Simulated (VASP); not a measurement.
# Ga3As2 (P-3m1) in VASP: a series of runs

Ga3As2 is run at these levels: PBE; tasks: relaxation of cell and atoms, single point.

Everything below comes from runs of VASP 6.6.1. Logs are shortened: lines on timing, memory, paths and dates and some standing lists are left out, and cuts for length are marked.

## (1) The cell of the first run

The structure is trigonal, space group P-3m1 (No. 164). Conventional cell: a = 4.091 Å, b = 4.091 Å, c = 6.364 Å, α = 90.00°, β = 90.00°, γ = 120.00°. Within 3.7 Å of Ga (site symmetry -3m) lie 6 As at 2.83 Å and 6 Ga at 3.27 Å. Ga (site symmetry 3m) has 4 As at 2.46 to 2.55 Å and 6 Ga at 3.00 to 3.27 Å within 3.3 Å. As (site symmetry 3m) has 7 Ga at 2.46 to 2.83 Å within 3.3 Å.

## (2) Relaxation of cell and atoms, PBE

INCAR

```
SYSTEM = Ga3As2
  PREC = Accurate
  ENCUT = 600
  EDIFF = 1E-6
  ISMEAR = 0
  SIGMA = 0.1
  LREAL = .FALSE.
  LASPH = .TRUE.
  NELM = 80
  ALGO = Normal
  ISIF = 3
  LWAVE = .FALSE.
  LCHARG = .FALSE.
  GGA = PE
  IBRION = 2
  NSW = 90
  EDIFFG = -0.04
```

KPOINTS

```
regular mesh
0
G
  6 6 4
  0 0 0
```

POSCAR

```
Ga3As2
1.0
    4.0906423555      0.0000000000      0.0000000000
   -2.0453211777      3.5426001976      0.0000000000
    0.0000000000      0.0000000000      6.3643750353
Ga As
3 2
Direct
    0.0000000000      0.0000000000      0.0000000000
    0.3333333333      0.6666666667      0.6450000000
    0.6666666667      0.3333333333      0.3550000000
    0.3333333333      0.6666666667      0.2450000000
    0.6666666667      0.3333333333      0.7550000000
```

Potentials or basis: VASP PAW PBE potentials, release 64 (Ga_d, As).

The run is started by

```
$ cat potpaw_PBE.64/Ga_d/POTCAR potpaw_PBE.64/As/POTCAR > POTCAR
$ mpirun -np 1 vasp_std > vasp.out
```

OUTCAR:

```text
SYSTEM = Ga3As2
   PREC = Accurate
   ENCUT = 600
   EDIFF = 1E-6
   ISMEAR = 0
   LREAL = .FALSE.
   LASPH = .TRUE.
   NELM = 80
   ISIF = 3
   GGA = PE
   IBRION = 2
   NSW = 90
   EDIFFG = -0.04

 ion  position               nearest neighbor table
   1  0.000  0.000  0.000-   4 2.83   5 2.83   4 2.83   5 2.83   5 2.83   4 2.83
   2  0.333  0.667  0.645-   5 2.46   5 2.46   5 2.46   4 2.55
   3  0.667  0.333  0.355-   4 2.46   4 2.46   4 2.46   5 2.55
   4  0.333  0.667  0.245-   3 2.46   3 2.46   3 2.46   2 2.55   1 2.83   1 2.83   1 2.83
   5  0.667  0.333  0.755-   2 2.46   2 2.46   2 2.46   3 2.55   1 2.83   1 2.83   1 2.83

  LATTYP: Found a hexagonal cell.
 ALAT       =     4.0906423555
 C/A-ratio  =     1.5558375634

  Lattice vectors:

 A1 = (   4.0906423555,   0.0000000000,   0.0000000000)
 A2 = (  -2.0453211777,   3.5426001976,   0.0000000000)
 A3 = (   0.0000000000,   0.0000000000,   6.3643750353)

Analysis of symmetry for initial positions (statically):
=====================================================================
 Subroutine PRICEL returns:
 Original cell was already a primitive cell.

 Routine SETGRP: Setting up the symmetry group for a
 hexagonal supercell.

 Subroutine GETGRP returns: Found 12 space group operations
 (whereof 12 operations were pure point group operations)
 out of a pool of 24 trial point group operations.

The static configuration has the point symmetry D_3d.

Analysis of symmetry for dynamics (positions and initial velocities):
=====================================================================
 Subroutine PRICEL returns:
 Original cell was already a primitive cell.

 Routine SETGRP: Setting up the symmetry group for a
 hexagonal supercell.

 Subroutine GETGRP returns: Found 12 space group operations
 (whereof 12 operations were pure point group operations)
 out of a pool of 24 trial point group operations.

The dynamic configuration has the point symmetry D_3d.

 Subroutine INISYM returns: Found 12 space group operations
 (whereof 12 operations are pure point group operations),
 and found     1 'primitive' translations

----------------------------------------------------------------------------------------

                                     Primitive cell

  volume of cell :      92.2294

  direct lattice vectors                    reciprocal lattice vectors
     4.090642355  0.000000000  0.000000000     0.244460384  0.141139268  0.000000000
    -2.045321178  3.542600198  0.000000000     0.000000000  0.282278537  0.000000000
     0.000000000  0.000000000  6.364375035     0.000000000  0.000000000  0.157124619

  length of vectors
     4.090642355  4.090642355  6.364375035     0.282278537  0.282278537  0.157124619

  position of ions in fractional coordinates (direct lattice)
     0.000000000  0.000000000  0.000000000
     0.333333333  0.666666667  0.645000000
     0.666666667  0.333333333  0.355000000
     0.333333333  0.666666667  0.245000000
     0.666666667  0.333333333  0.755000000

  ion indices of the primitive-cell ions
   primitive index   ion index
                 1           1
                 2           2
                 3           3
                 4           4
                 5           5

----------------------------------------------------------------------------------------

 KPOINTS: regular mesh

Automatic generation of k-mesh.
 Grid dimensions read from file:
 generate k-points for:    6    6    4

 Generating k-lattice:

  Cartesian coordinates                     Fractional coordinates (reciprocal lattice)
     0.040743397  0.023523211  0.000000000     0.166666667  0.000000000  0.000000000
     0.000000000  0.047046423  0.000000000     0.000000000  0.166666667  0.000000000
     0.000000000  0.000000000  0.039281155     0.000000000  0.000000000  0.250000000

  Length of vectors
     0.047046423  0.047046423  0.039281155

  Shift w.r.t. Gamma in fractional coordinates (k-lattice)
     0.000000000  0.000000000  0.000000000

 Subroutine IBZKPT returns following result:
 ===========================================

 Found     24 irreducible k-points:

 Following reciprocal coordinates:
            Coordinates               Weight
  0.000000  0.000000  0.000000      1.000000
  0.166667 -0.000000  0.000000      6.000000
  0.333333  0.000000  0.000000      6.000000
  0.500000 -0.000000  0.000000      3.000000
  0.166667  0.166667  0.000000      6.000000
  0.333333  0.166667  0.000000     12.000000
[... 16 lines left out ...]
  0.333333  0.166667  0.500000     12.000000
  0.333333  0.333333  0.500000      2.000000
   k-points           NKPTS =     24   k-points in BZ     NKDIM =     24   number of bands    NBANDS=     29
   number of dos      NEDOS =    301   number of ions     NIONS =      5
   total plane-waves  NPLWV =  69984
   dimension x,y,z NGX =    36 NGY =   36 NGZ =   54
   dimension x,y,z NGXF=    72 NGYF=   72 NGZF=  108
   ions per type =               3   2
   NGX,Y,Z   is equivalent  to a cutoff of  14.63, 14.63, 14.11 a.u.
   NGXF,Y,Z  is equivalent  to a cutoff of  29.26, 29.26, 28.21 a.u.
 SYSTEM =  Ga3As2
   PREC   = accura    normal or accurate (medium, high low for compatibility)
   ISTART =      0    job   : 0-new  1-cont  2-samecut
   ICHARG =      2    charge: 1-file 2-atom 10-const
   ISPIN  =      1    spin polarized calculation?
   LNONCOLLINEAR =      F non collinear calculations
   LSORBIT =      F    spin-orbit coupling
   LASPH  =      T    aspherical Exc in radial PAW
   ENCUT  =  600.0 eV  44.10 Ry    6.64 a.u.   8.17  8.17 12.71*2*pi/ulx,y,z
   NELM   =     80;   NELMIN=  2; NELMDL= -5     # of ELM steps
   EDIFF  = 0.1E-05   stopping-criterion for ELM
   LREAL  =      F    real-space projection
   EDIFFG = -.4E-01   stopping-criterion for IOM
   NSW    =     90    number of steps for IOM
   IBRION =      2    ionic relax: 0-MD 1-quasi-New 2-CG
   NFREE  =      1    steps in history (QN), initial steepest desc. (CG)
   ISIF   =      3    stress and relaxation
   ISYM   =      2    0-nonsym 1-usesym 2-fastsym
   POTIM  = 0.5000    time-step for ionic-motion
   TEBEG  =    0.0;   TEEND  =   0.0 temperature during run
   PSTRESS=    0.0 pullay stress
   NELECT =      49.0000    total number of electrons
   NUPDOWN=      -1.0000    fix difference up-down
   EMIN   =  10.00;   EMAX   =-10.00  energy-range for DOS
   EFERMI =   0.00;   METHOD = LEGACY
   ISMEAR =     0;   SIGMA  =   0.10  broadening in eV -4-tet -1-fermi 0-gaus
   EFERMI_NEDOS =   21; number of points for ismear=-14 and -15
   IALGO  =     38    algorithm
   IMIX   =      4    mixing-type and parameters
     AMIX     =   0.40;   BMIX     =  1.00
     AMIX_MAG =   1.60;   BMIX_MAG =  1.00
  volume/ion in A,a.u.               =      18.45       124.48
  Fermi-wavevector in a.u.,A,eV,Ry     =   1.325919  2.505624 23.919881  1.758062
  Thomas-Fermi vector in A             =   2.455344
   LORBIT       =      0    0 simple, 1 ext, 2 COOP (PROOUT), +10 PAW based schemes
   GGA     = PE    functional components
   LHFCALC =     F    Hartree Fock is set to
   AEXX    =    0.0000 exact exchange contribution
   IVDW    =     0    specifies the selected vdW correction
   LEPSILON=     F    determine dielectric tensor
   LRPA    =     F    only Hartree local field effects (RPA)
 conjugate gradient relaxation of ions
 non-spin polarized calculation
 Gauss-broadening in eV      SIGMA  =   0.10
  energy-cutoff  :      600.00
  volume of cell :       92.23
 maximum number of plane-waves:      3102
 NGX is ok and might be reduce to    36
   NGX = 17   NGY = 17   NGZ = 25

--------------------------------------- Ionic step        1  -------------------------------------------

 number of electron      48.9999999 magnetization

 Free energy of the ion-electron system (eV)
  ---------------------------------------------------
  ext. energy  EPLUGINS =         0.00000000
  ---------------------------------------------------
  free energy    TOTEN  =       -17.56719004 eV

  energy without entropy =      -17.55725801  energy(sigma->0) =      -17.56222403

 E-fermi :   6.5802     XC(G=0): -10.8086

 val. band max:        6.5513938134   @ k =   0.3333   0.0000   0.0000
 cond. band min:       6.5870480108   @ k =   0.3333   0.1667   0.5000
 fundamental gap:      0.0356541974
 Fermi energy:         6.5801869132

 k-point     1 :       0.0000    0.0000    0.0000
  band No.  band energies     occupation
      1      -9.2170      2.00000
      2      -9.0710      2.00000
      3      -9.0710      2.00000
      4      -9.0685      2.00000
      5      -9.0685      2.00000
      6      -8.9753      2.00000
[... 21 lines left out ...]
     28       8.2777      0.00000
     29       9.6354      0.00000
[... 990 lines left out ...]
 POSITION                                       TOTAL-FORCE (eV/Angst)
 -----------------------------------------------------------------------------------
      2.18283      3.78077      0.00000         0.000000     -0.000000      0.000000
     -0.00000      2.52051      4.32603         0.000000     -0.000000      0.038976
      2.18283      1.26026      2.39348        -0.000000      0.000000     -0.038976
     -0.00000      2.52051      1.63175        -0.000000      0.000000     -0.004481
      2.18283      1.26026      5.08775         0.000000     -0.000000      0.004481
 -----------------------------------------------------------------------------------
    total drift:                               -0.000000      0.000000      0.000000

  FREE ENERGIE OF THE ION-ELECTRON SYSTEM (eV)
  ---------------------------------------------------
  free  energy   TOTEN  =       -18.3027358928 eV

  energy  without entropy=      -18.2938272973  energy(sigma->0) =      -18.29828160

--------------------------------------- Ionic step        8  -------------------------------------------

 number of electron      48.9999988 magnetization

 Free energy of the ion-electron system (eV)
  ---------------------------------------------------
  ext. energy  EPLUGINS =         0.00000000
  ---------------------------------------------------
  free energy    TOTEN  =       -18.30322867 eV

  energy without entropy =      -18.29428725  energy(sigma->0) =      -18.29875796

 E-fermi :   4.6400     XC(G=0):  -9.9486

 val. band max:        4.6173522323   @ k =   0.3333   0.0000   0.0000
 cond. band min:       4.7046477044   @ k =   0.3333   0.1667   0.5000
 fundamental gap:      0.0872954722
 Fermi energy:         4.6399535672

 k-point     1 :       0.0000    0.0000    0.0000
  band No.  band energies     occupation
      1     -10.6195      2.00000
      2     -10.5583      2.00000
      3     -10.5583      2.00000
      4     -10.5502      2.00000
      5     -10.5502      2.00000
      6     -10.4978      2.00000
[... 21 lines left out ...]
     28       6.0325      0.00000
     29       7.5527      0.00000
[... 747 lines left out ...]
 VOLUME and BASIS-vectors are now :
 -----------------------------------------------------------------------------
  energy-cutoff  :      600.00
  volume of cell :      110.72
      direct lattice vectors                 reciprocal lattice vectors
     4.359994716  0.000000000  0.000000000     0.229358076  0.132419947 -0.000000000
    -2.179997358  3.775866184  0.000000000    -0.000000000  0.264839894  0.000000000
     0.000000000 -0.000000000  6.725520863    -0.000000000 -0.000000000  0.148687369

 POSITION                                       TOTAL-FORCE (eV/Angst)
 -----------------------------------------------------------------------------------
      0.00000     -0.00000      0.00000         0.000000      0.000000      0.000000
     -0.00000      2.51724      4.33376         0.000000     -0.000000      0.006760
      2.18000      1.25862      2.39177        -0.000000      0.000000     -0.006760
     -0.00000      2.51724      1.62591         0.000000     -0.000000      0.032143
      2.18000      1.25862      5.09961        -0.000000      0.000000     -0.032143
 -----------------------------------------------------------------------------------
    total drift:                               -0.000000     -0.000000      0.000000

  FREE ENERGIE OF THE ION-ELECTRON SYSTEM (eV)
  ---------------------------------------------------
  free  energy   TOTEN  =       -18.3032286724 eV

  energy  without entropy=      -18.2942872524  energy(sigma->0) =      -18.29875796

 reached required accuracy - stopping structural energy minimisation
```

Wall time 9.7 min (1 thread of Intel Xeon 8259CL, shared host); peak memory 0.3 GiB.

What came out:

* Free energy: -18.3032 eV
* Relaxed volume: 22.14 Å³/atom
* Relaxed cell: a = 4.360 Å, b = 4.360 Å, c = 6.726 Å, α = 90.00°, β = 90.00°, γ = 120.00°
* Space group after relaxing (to 0.1 Å): P-3m1 (No. 164)
* Energy gained by relaxing: 147.2 meV/atom
* Ionic steps: 8
* Pressure after relaxing: -0.1 GPa
* Largest force after relaxing: 0.032 eV/Å
* Band gap on the k mesh: zero (an odd number of electrons rules out a gap without spin polarisation)

Forces on the atoms (eV/Å):
```
Ga   0.000  0.000  0.000
Ga   0.000  0.000  0.007
Ga   0.000  0.000 -0.007
As   0.000  0.000  0.032
As   0.000  0.000 -0.032
```

The path:
```csv
step,energy change (eV),largest force (eV/Å),pressure (GPa),volume (Å³)
1,0.0000,0.8876,14.84,92.23
2,-0.6669,0.2945,-2.83,116.97
3,-0.7344,0.0817,0.09,110.01
4,-0.7344,0.0950,-0.06,110.39
5,-0.7352,0.0758,-0.12,110.49
6,-0.7359,0.0493,-0.11,110.63
7,-0.7355,0.0390,-0.16,110.91
8,-0.7360,0.0321,-0.10,110.72
```

Final structure:
```
Ga As
1.0
     4.35999    0.00000    0.00000
    -2.18000    3.77587    0.00000
     0.00000    0.00000    6.72552
Ga As
3 2
Direct
  0.00000 0.00000 0.00000
  0.33333 0.66667 0.64437
  0.66667 0.33333 0.35563
  0.33333 0.66667 0.24175
  0.66667 0.33333 0.75825
```

Caveat: the volume moved by over 15 % at a fixed basis, so the end points are rough.

## (3) Single point, PBE

This run uses another cell than the first one, of 22.09 Å³/atom.

INCAR

```
SYSTEM = Ga3As2
ALGO = Fast ; EDIFF = 1E-6
ENCUT = 520 ; GGA = PE
ISIF = 2 ; ISMEAR = 0
LASPH = .TRUE. ; LCHARG = .TRUE.
LELF = .TRUE. ; LREAL = .FALSE.
LVHAR = .TRUE. ; LWAVE = .FALSE.
NBANDS = 32 ; NELM = 100
PREC = Accurate ; SIGMA = 0.1
```

KPOINTS

```
k-points
0
G
  12 12 6
  0 0 0
```

POSCAR

```
Ga3As2
1.0
    4.3670730214      0.0000000000      0.0000000000
   -2.1835365107      3.7819961767      0.0000000000
    0.0000000000      0.0000000000      6.6868796017
Ga As
3 2
Direct
    0.0000000000      0.0000000000      0.0000000000
    0.3333333333      0.6666666667      0.6446277899
    0.6666666667      0.3333333333      0.3553722101
    0.3333333333      0.6666666667      0.2431999898
    0.6666666667      0.3333333333      0.7568000102
```

Potentials or basis: VASP PAW PBE potentials, release 64 (Ga_d, As).

The run is started by

```
$ cat potpaw_PBE.64/Ga_d/POTCAR potpaw_PBE.64/As/POTCAR > POTCAR
$ mpirun -np 1 vasp_std > vasp.out
```

Wall time 6.4 min (1 thread of Intel Xeon 8259CL, shared host); peak memory 0.43 GiB.

It converged, with:

```
Free energy            : -18.2543 eV
Pressure               : 0.1 GPa
Largest force          : 0.021 eV/Å
Band gap on the k mesh : zero (an odd number of electrons rules out a gap without spin polarisation)
```

Forces on the atoms (eV/Å):
```
Ga   0.000  0.000  0.000
Ga   0.000  0.000  0.004
Ga   0.000  0.000 -0.004
As   0.000  0.000 -0.021
As   0.000  0.000  0.021
```

Levels at points of the mesh, in eV from the Fermi level:
```
           k point  band 22  band 23  band 24  band 25  band 26  band 27  band 28  band 29
(0.00, 0.00, 0.00)    -2.32    -1.32    -1.32    -0.68     1.11     1.41     1.41     2.96
(0.50, 0.00, 0.00)    -3.79    -1.92    -1.71    -0.12     0.69     1.85     3.58     4.26
(0.00, 0.00, 0.50)    -2.17    -1.42    -1.42    -0.82     0.37     1.07     1.07     2.61
(0.50, 0.00, 0.50)    -2.91    -2.32    -2.21    -0.98     0.39     1.90     3.59     3.73
```
